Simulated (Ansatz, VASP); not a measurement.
# One calculation of NaCl, two programs

The input POSCAR:

```
NaCl
1.0
    0.0000000000      2.8027319616      2.8027319616
    2.8027319616      0.0000000000      2.8027319616
    2.8027319616      2.8027319616      0.0000000000
Na Cl
1 1
Direct
    0.0000000000      0.0000000000      0.0000000000
    0.5000000000      0.5000000000      0.5000000000
```

The input INCAR.step1:

```
SYSTEM = NaCl
  ALGO = Normal
  EDIFF = 1E-5
  ENCUT = 520
  GGA = PE
  ISIF = 2
  ISMEAR = 0
  LASPH = .True.
  LCHARG = .False.
  LREAL = .False.
  LWAVE = .True.
  NBANDS = 14
  NELM = 60
  PREC = Accurate
  SIGMA = 0.01
```

INCAR.step2

```
SYSTEM = NaCl
  AEXX = 0.15
  ALGO = Normal
  EDIFF = 1E-6
  ENCUT = 520
  GGA = PE
  HFSCREEN = 0.2078
  ISIF = 2
  ISMEAR = 0
  ISTART = 1
  LASPH = .True.
  LCHARG = .False.
  LHFCALC = .True.
  LREAL = .False.
  LWAVE = .False.
  NBANDS = 14
  NELM = 60
  PREC = Accurate
  PRECFOCK = Normal
  SIGMA = 0.01
```

KPOINTS

```
k-points
0
Gamma
  4 4 4
  0 0 0
```

Input for Ansatz:

```yaml
crystal:
  lattice:
    - [0.0, 2.8027319616, 2.8027319616]
    - [2.8027319616, 0.0, 2.8027319616]
    - [2.8027319616, 2.8027319616, 0.0]
  atoms:
    - { symbol: Na, position: [0.0, 0.0, 0.0] }
    - { symbol: Cl, position: [0.5, 0.5, 0.5] }
kpoints:
  mp_grid: { grid: [4, 4, 4] }
hamiltonian:
  xc:
    exchange: pbe
    correlation: pbe
    exx: { coeff: 0.15, omega: 0.2078 }
scf:
  occupations: { method: fixed }
  n_extra_bands: 4
output:
  forces: true
  stress: true
  eigenvalues: true
```

Alike in both runs: task single point; functional PBE-based screened hybrid; k mesh 4 × 4 × 4; no spin polarisation.

|  | VASP | Ansatz |
| --- | --- | --- |
| version | VASP 6.6.1 | Ansatz 0.2.0 |
| potentials or method | VASP PAW PBE potentials, release 64 (Na_pv, Cl) | plane waves |
| plane-wave cutoff (eV) | 520 | 420 |
| occupations | gaussian, width 0.01 eV | fixed |
| valence electrons in the cell | 14 | 16 |

|  | VASP | Ansatz | Ansatz less VASP |
| --- | --- | --- | --- |
| gap on the k mesh at the Fermi level (eV) | 6.00 | 6.00 | +0.005 |
| pressure (GPa) | 0.9 | 0.9 | -0.02 |

VASP's potentials were made for PBE, not for PBE-based screened hybrid. VASP's potentials hold 14 valence electrons a cell and Ansatz's 16, so a difference there can come from the potentials and not from the codes. Ansatz's warnings: stress exchange threshold loose, stress scf threshold loose.

The k mesh is coarse, so the values compare programs but aren't converged.
